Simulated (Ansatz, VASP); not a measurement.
## One calculation of BaO, two programs

```xyz
2
Lattice="0.0000 2.7128 2.7128 2.7128 0.0000 2.7128 2.7128 2.7128 0.0000" Properties=species:S:1:pos:R:3 pbc="T T T"
Ba    0.0000    0.0000    0.0000
O     2.7128    2.7128    2.7128
```

Alike in both runs: task single point; functional PBE; dispersion D3(BJ); k mesh 8 × 8 × 8; no spin polarisation.

|  | VASP | Ansatz |
| --- | --- | --- |
| version | VASP 6.6.1 | Ansatz 0.2.0 |
| potentials or method | VASP PAW PBE potentials, release 64 (Ba_sv, O), cutoff 600 eV | plane waves, PAW |
| occupations | gaussian, width 0.01 eV | fixed |
| valence electrons in the cell | 16 | 16 |

Ansatz gave:

```
pressure (GPa) : 4.7
```

Estimate VASP's values.

pressure (GPa): 6.8.

Spin-orbit coupling is off throughout.
